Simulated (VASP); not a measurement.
# CdSe (zincblende type) (F-43m) in VASP: a series of runs, part 2 of 2

VASP 6.6.1.

## (3) Single point, LDA (volume scaled by 0.55)

INCAR reads:

```
PREC     = Accurate       # precision mode
ENCUT    = 500            # plane-wave cutoff, eV
EDIFF    = 1E-6           # SCF threshold, eV
ISMEAR   = -1             # smearing method
SIGMA    = 0.05           # smearing width, eV
LREAL    = F              # projectors in reciprocal space
LASPH    = T              # aspherical terms in the spheres
NELM     = 120            # most SCF steps
ALGO     = Normal         # electronic algorithm
ISIF     = 2              # what is computed and relaxed
LWAVE    = F              # write WAVECAR
LCHARG   = F              # write CHGCAR
NBANDS   = 16             # bands
GGA_COMPAT= F
```

KPOINTS reads:

```
Automatic mesh
0
Gamma
  11 11 11
```

POSCAR reads:

```
CdSe
1.0
    0.0000000000      2.4615504538      2.4615504538
    2.4615504538      0.0000000000      2.4615504538
    2.4615504538      2.4615504538      0.0000000000
Cd Se
1 1
Direct
    0.0000000000      0.0000000000      0.0000000000
    0.2500000000      0.2500000000      0.2500000000
```

Potentials or basis: VASP PAW LDA potentials, release 64 (Cd, Se).

On the command line:

```bash
$ cat potpaw_LDA.64/Cd/POTCAR potpaw_LDA.64/Se/POTCAR > POTCAR
$ mpirun -np 1 vasp_std > vasp.out
```

Run time: 15 s. Hardware: 1 thread of AMD EPYC 9R45 (Zen 5), shared host; peak memory 0.12 GiB.

The run converged. Its results:

```
Free energy            : -0.4059 eV
Pressure               : 145.3 GPa
Band gap on the k mesh : 1.21 eV, indirect (least direct gap 1.23 eV)
```

Levels at points of the mesh, in eV from the valence-band top:
```csv
k point,band 6,band 7,band 8,band 9,band 10,band 11,band 12,band 13
"(0.00, 0.00, 0.00)",-11.54,0.00,0.00,0.00,1.23,4.86,4.86,4.86
```

## (4) Single point, LDA (volume scaled by 0.64)

INCAR reads:

```
ALGO = Normal ; EDIFF = 1E-6
ENCUT = 500 ; GGA = CA
GGA_COMPAT = F ; ISIF = 2
ISMEAR = -1 ; LASPH = T
LCHARG = F ; LREAL = F
LWAVE = F ; NBANDS = 16
NELM = 120 ; PREC = Accurate
SIGMA = 0.05
```

KPOINTS reads:

```
k-points
0
Gamma
  11 11 11
```

POSCAR reads:

```
CdSe
1.0
    0.0000000000      2.5890941096      2.5890941096
    2.5890941096      0.0000000000      2.5890941096
    2.5890941096      2.5890941096      0.0000000000
Cd Se
1 1
Direct
    0.0000000000      0.0000000000      0.0000000000
    0.2500000000      0.2500000000      0.2500000000
```

On the command line:

```bash
$ cat potpaw_LDA.64/Cd/POTCAR potpaw_LDA.64/Se/POTCAR > POTCAR
$ mpirun -np 1 vasp_std > vasp.out
```

It took 15 s on 1 thread of AMD EPYC 9R45 (Zen 5), shared host; peak memory 0.13 GiB.

The run converged. Its results:

```
Free energy            : -3.6684 eV
Pressure               : 76.4 GPa
Band gap on the k mesh : 1.17 eV, direct
```

Levels at points of the mesh, in eV from the valence-band top:
| k point | band 6 | band 7 | band 8 | band 9 | band 10 | band 11 | band 12 | band 13 |
| --- | --- | --- | --- | --- | --- | --- | --- | --- |
| (0.00, 0.00, 0.00) | -10.08 | 0.00 | 0.00 | 0.00 | 1.17 | 5.26 | 5.26 | 5.26 |

## (5) Single point, LDA (volume scaled by 0.64)

INCAR reads:

```
SYSTEM = CdSe
ALGO = Normal
EDIFF = 1E-6
ENCUT = 500
GGA_COMPAT = .False.
ISIF = 2
ISMEAR = -1
LASPH = .True.
LCHARG = .False.
LREAL = .False.
LWAVE = .False.
NBANDS = 16
NELM = 120
PREC = Accurate
SIGMA = 0.05
```

KPOINTS reads:

```
k-points
0
Gamma
  11 11 11
  0 0 0
```

POSCAR is that of step 4.

Potentials or basis: VASP PAW LDA potentials, release 64 (Cd, Se).

On the command line:

```bash
$ cat potpaw_LDA.64/Cd/POTCAR potpaw_LDA.64/Se/POTCAR > POTCAR
$ mpirun -np 1 vasp_std > vasp.out
```

OUTCAR:

```text
SYSTEM = CdSe
   EDIFF = 1E-6
   ENCUT = 500
   ISIF = 2
   ISMEAR = -1
   LASPH = .True.
   LREAL = .False.
   NELM = 120
   PREC = Accurate

 ion  position               nearest neighbor table
   1  0.000  0.000  0.000-   2 2.24   2 2.24   2 2.24   2 2.24
   2  0.250  0.250  0.250-   1 2.24   1 2.24   1 2.24   1 2.24

  LATTYP: Found a face centered cubic cell.
 ALAT       =     5.1781882192

  Lattice vectors:

 A1 = (   0.0000000000,   2.5890941096,   2.5890941096)
 A2 = (   2.5890941096,   0.0000000000,   2.5890941096)
 A3 = (   2.5890941096,   2.5890941096,   0.0000000000)

Analysis of symmetry for initial positions (statically):
=====================================================================
 Subroutine PRICEL returns:
 Original cell was already a primitive cell.

 Routine SETGRP: Setting up the symmetry group for a
 face centered cubic supercell.

 Subroutine GETGRP returns: Found 24 space group operations
 (whereof 24 operations were pure point group operations)
 out of a pool of 48 trial point group operations.

The static configuration has the point symmetry T_d .

Analysis of symmetry for dynamics (positions and initial velocities):
[... 162 lines left out ...]
 fundamental gap:      1.1725809719
 Fermi energy:         6.9621231948

 k-point     1 :       0.0000    0.0000    0.0000
  band No.  band energies     occupation
      1     -10.5115      2.00000
      2      -4.9029      2.00000
      3      -4.9028      2.00000
      4      -4.9028      2.00000
      5      -3.7411      2.00000
      6      -3.7411      2.00000
[... 433 lines left out ...]
      3      -4.6667      2.00000
      4      -4.5118      2.00000
      5      -3.8161      2.00000
      6      -3.6391      2.00000
[... 8 lines left out ...]
     15      18.8298      0.00000
     16      19.8395      0.00000

 [... further k-points ...]

------------------------ aborting loop because EDIFF is reached ----------------------------------------

  FORCE on cell =-STRESS in cart. coord.  units (eV):
  Direction    XX          YY          ZZ          XY          YZ          ZX
  --------------------------------------------------------------------------------------
  -------------------------------------------------------------------------------------
  Total       16.5470195     16.5470195     16.5470195      0.0000000     -0.0000000     -0.0000000
  in kB      763.7599070    763.7599070    763.7599070      0.0000000     -0.0000000     -0.0000000
  external PRESSURE =     763.7599070 kB  Pullay stress =       0.0000000 kB

 VOLUME and BASIS-vectors are now :
 -----------------------------------------------------------------------------
  energy-cutoff  :      500.00
  volume of cell :       34.71
      direct lattice vectors                 reciprocal lattice vectors
     0.000000000  2.589094110  2.589094110    -0.193117739  0.193117739  0.193117739
     2.589094110  0.000000000  2.589094110     0.193117739 -0.193117739  0.193117739
     2.589094110  2.589094110  0.000000000     0.193117739  0.193117739 -0.193117739

 POSITION                                       TOTAL-FORCE (eV/Angst)
 -----------------------------------------------------------------------------------
      0.00000      0.00000      0.00000        -0.000000     -0.000000     -0.000000
      1.29455      1.29455      1.29455         0.000000      0.000000      0.000000
 -----------------------------------------------------------------------------------
    total drift:                                0.000000      0.000000      0.000000

  FREE ENERGIE OF THE ION-ELECTRON SYSTEM (eV)
  ---------------------------------------------------
  free  energy   TOTEN  =        -3.6683719623 eV

  energy  without entropy=       -3.6683719323  energy(sigma->0) =       -3.66837195
```

It took 15 s on 1 thread of AMD EPYC 9R45 (Zen 5), shared host; peak memory 0.13 GiB.

What came out:

| Quantity | Value |
| --- | --- |
| Free energy | -3.6684 eV |
| Pressure | 76.4 GPa |
| Band gap on the k mesh | 1.17 eV, direct |

## (6) Single point, LDA (volume scaled by 0.72)

INCAR reads:

```
SYSTEM = CdSe
PREC = Accurate
ENCUT = 500
EDIFF = 1E-6
ISMEAR = -1
SIGMA = 0.05
LREAL = .FALSE.
LASPH = .TRUE.
NELM = 120
ALGO = Normal
ISIF = 2
LWAVE = .FALSE.
LCHARG = .TRUE.
GGA = CA
LELF = .TRUE.
LVHAR = .TRUE.
NBANDS = 16
GGA_COMPAT = .FALSE.
```

KPOINTS reads:

```
regular mesh
0
G
  11 11 11
  0 0 0
```

POSCAR reads:

```
CdSe
1.0
    0.0000000000      2.6927663868      2.6927663868
    2.6927663868      0.0000000000      2.6927663868
    2.6927663868      2.6927663868      0.0000000000
Cd Se
1 1
Direct
    0.0000000000      0.0000000000      0.0000000000
    0.2500000000      0.2500000000      0.2500000000
```

Potentials or basis: VASP PAW LDA potentials, release 64 (Cd, Se).

On the command line:

```bash
$ cat potpaw_LDA.64/Cd/POTCAR potpaw_LDA.64/Se/POTCAR > POTCAR
$ mpirun -np 1 vasp_std > vasp.out
```

Wall time 17 s (1 thread of AMD EPYC 9R45 (Zen 5), shared host); peak memory 0.13 GiB.

The run converged. Its results:

- Free energy: -5.2431 eV
- Pressure: 42.9 GPa
- Band gap on the k mesh: 1.04 eV, direct

Levels at points of the mesh, in eV from the valence-band top:
```tsv
k point	band 7	band 8	band 9	band 10	band 11	band 12
(0.00, 0.00, 0.00)	0.00	0.00	0.00	1.04	5.50	5.50
```

## (7) The runs side by side

| cell | gap on the mesh (eV) | pressure (GPa) |
| --- | --- | --- |
| a = 3.481 Å, angles 60.0°, 2 atoms | 1.21 | 145.3 |
| a = 3.662 Å, angles 60.0°, 2 atoms | 1.17 | 76.4 |
| a = 3.808 Å, angles 60.0°, 2 atoms | 1.04 | 42.9 |

Alike in all rows: task single point; level LDA; potentials or basis VASP PAW LDA potentials, release 64 (Cd, Se); no spin polarisation; k mesh 11 × 11 × 11; cutoff (eV) 500; smearing fermi-dirac 0.05 eV.

Absolute energies hang on the potentials; compare differences alone.
